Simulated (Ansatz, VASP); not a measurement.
# One calculation of Li4Sb4Ru, two programs

INCAR

```
SYSTEM = Li4Sb4Ru
  PREC = Accurate
  ENCUT = 520
  EDIFF = 1E-6
  ISMEAR = -1
  SIGMA = 0.1
  LREAL = .False.
  LASPH = .True.
  NELM = 60
  ALGO = Normal
  ISIF = 2
  LWAVE = .False.
  LCHARG = .False.
  NBANDS = 33
  ISYM = 0
```

The input KPOINTS:

```
regular mesh
0
Gamma
  4 4 4
  0 0 0
```

The input POSCAR:

```
Li4Sb4Ru
1.0
    0.0000000000      0.0000000000      5.1388360000
    3.9593900000     -3.9593900000      2.5694180000
    3.9593900000      3.9593900000     -2.5694180000
Li Sb Ru
4 4 1
Direct
    0.2110000000      0.1840000000      0.6060000000
    0.3950000000      0.3940000000      0.1840000000
    0.7890000000      0.8160000000      0.3940000000
    0.6050000000      0.6060000000      0.8160000000
    0.2920000000      0.7740000000      0.3580000000
    0.0660000000      0.6420000000      0.7740000000
    0.7080000000      0.2260000000      0.6420000000
    0.9340000000      0.3580000000      0.2260000000
    0.0000000000      0.0000000000      0.0000000000
```

Input for Ansatz:

```yaml
crystal:
  lattice:
    - [0.0, 0.0, 5.138836]
    - [3.95939, -3.95939, 2.569418]
    - [3.95939, 3.95939, -2.569418]
  atoms:
    - { symbol: Li, position: [0.211, 0.184, 0.606] }
    - { symbol: Li, position: [0.395, 0.394, 0.184] }
    - { symbol: Li, position: [0.789, 0.816, 0.394] }
    - { symbol: Li, position: [0.605, 0.606, 0.816] }
    - { symbol: Sb, position: [0.292, 0.774, 0.358] }
    - { symbol: Sb, position: [0.066, 0.642, 0.774] }
    - { symbol: Sb, position: [0.708, 0.226, 0.642] }
    - { symbol: Sb, position: [0.934, 0.358, 0.226] }
    - { symbol: Ru, position: [0.0, 0.0, 0.0] }
  symmetry: { detect: false }
kpoints:
  mp_grid: { grid: [4, 4, 4], shift: [0, 0, 0] }
magnetization:
  spin_polarized: false
scf:
  occupations: { method: fermi_dirac }
  algorithm: density_mixing
hamiltonian:
  pseudopotentials: { kind: paw }
  xc: lda
basis:
  ecutwfc: 420
output:
  forces: true
  stress: true
  eigenvalues: true
```

Alike in both runs: task single point; functional LDA; k mesh 4 × 4 × 4; no spin polarisation.

```csv
,VASP,Ansatz
version,VASP 6.6.1,Ansatz 0.2.0
potentials or method,"VASP PAW LDA potentials, release 64 (Li_sv, Sb, Ru_pv), cutoff 520 eV",PAW plane waves
occupations,"fermi-dirac, width 0.1 eV",fermi-dirac
valence electrons in the cell,46,88
```

Ansatz gave:

| Item | Value |
| --- | --- |
| gap on the k mesh at the Fermi level (eV) | none |
| rms of the force components (eV/Å) | 1.276 |

Q: What did VASP give for the same quantities?

A: gap on the k mesh at the Fermi level (eV): none; rms of the force components (eV/Å): 1.278.

LDA's correlation is that of Perdew and Zunger in VASP and of Perdew and Wang (1992) in Ansatz. Atom by atom the forces differ by 0.009 eV/Å (rms over components). A gap of «none» marks a metal or a gap that the smearing closes. VASP's potentials hold 46 valence electrons a cell and Ansatz's 88, so a difference there can come from the potentials and not from the codes.

The k mesh is coarse, so the values compare programs but aren't converged. Neither program's run includes spin-orbit coupling. Noted on VASP's run: the cutoff is short for stress, so the pressure is rough.
